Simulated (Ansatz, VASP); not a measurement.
One calculation of RbSi2, two programs

File INCAR:

```
ALGO = Normal
EDIFF = 1E-6
EDIFFG = -0.04
ENCUT = 600
GGA = PE
IBRION = 2
ISIF = 3
ISMEAR = 0
LASPH = True
LCHARG = False
LREAL = False
LWAVE = False
NELM = 80
NSW = 90
PREC = Accurate
SIGMA = 0.1
```

Contents of KPOINTS:

```
k-points
0
Gamma
  6 6 2
```

The input POSCAR:

```
RbSi2
1.0
    4.2724071200      0.0000000000      0.0000000000
   -2.1362035600      3.7000131000      0.0000000000
    0.0000000000      0.0000000000      8.1443781700
Rb Si
1 2
Direct
    0.0000000000      0.0000000000      0.0000000000
    0.3333333300      0.6666666700      0.3557395100
    0.6666666700      0.3333333300      0.6442604900
```

Input for Ansatz:

```yaml
crystal:
  lattice:
    - [4.27240712, 0.0, 0.0]
    - [-2.13620356, 3.7000131, 0.0]
    - [0.0, 0.0, 8.14437817]
  atoms:
    - { symbol: Rb, position: [0.0, 0.0, 0.0] }
    - { symbol: Si, position: [0.33333333, 0.66666667, 0.35573951] }
    - { symbol: Si, position: [0.66666667, 0.33333333, 0.64426049] }
basis:
  ecutwfc: 420
kpoints:
  mp_grid: { grid: [6, 6, 2] }
hamiltonian:
  xc: pbe
scf:
  occupations: { method: gaussian, width: 0.1 }
  lower_state_search: "off"
output:
  forces: true
  stress: true
  eigenvalues: true
relax:
  adjacent_minimum: "off"
  f_tol: 0.04
  max_steps: 70
  cell: { stress_tol: 0.4 }
```

Alike in both runs: task relaxation of cell and atoms; functional PBE; k mesh 6 × 6 × 2; occupations gaussian, width 0.1 eV; no spin polarisation.

|  | VASP | Ansatz |
| --- | --- | --- |
| version | VASP 6.6.1 | Ansatz 0.2.0 |
| potentials or method | VASP PAW PBE potentials, release 64 (Rb_sv, Si), cutoff 600 eV | scalar-relativistic, plane waves, PAW |
| valence electrons in the cell | 17 | 17 |

```tsv
	VASP	Ansatz	Ansatz less VASP
gap on the k mesh at the Fermi level, each at its own relaxed structure (eV)	none	none	-
relaxed volume (Å³/atom)	27.75	27.66	-0.092
relaxed cell length with the largest relative difference (Å)	6.102	6.078	-0.0247
```

A gap of «none» marks a metal or a gap that the smearing closes.

The k mesh is coarse, so the values compare programs but aren't converged. Noted on VASP's run: the volume moved by over 15 % at a fixed basis, so the end points are rough.
